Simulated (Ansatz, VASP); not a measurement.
**Re in VASP and in Ansatz**

```
CELL_PARAMETERS angstrom
0.00000 1.95764 1.95764
1.95764 0.00000 1.95764
1.95764 1.95764 0.00000
ATOMIC_POSITIONS crystal
Re 0.50000 0.50000 0.50000
```

Alike in both runs: functional PBE; k mesh 24 × 24 × 24; occupations gaussian, width 0.1 eV; no spin polarisation.

Ansatz relaxed the structure, and its values are those at the end. VASP's run is a single point on that final structure, the one shown.

```csv
,VASP,Ansatz
version,VASP 6.6.1,Ansatz 0.2.0
potentials or method,"VASP PAW PBE potentials, release 64 (Re), cutoff 520 eV","scalar-relativistic, plane waves, PAW"
valence electrons in the cell,7,15
```

VASP gave:

```
gap on the k mesh at the Fermi level (eV) : none
pressure (GPa)                            : -0.6
```

**Question.** Estimate Ansatz's values.

**Answer.** gap on the k mesh at the Fermi level (eV): none; pressure (GPa): 0.0.

A gap of «none» marks a metal or a gap that the smearing closes. VASP's potentials hold 7 valence electrons a cell and Ansatz's 15, so a difference there can come from the potentials and not from the codes.

Spin-orbit coupling is off throughout.
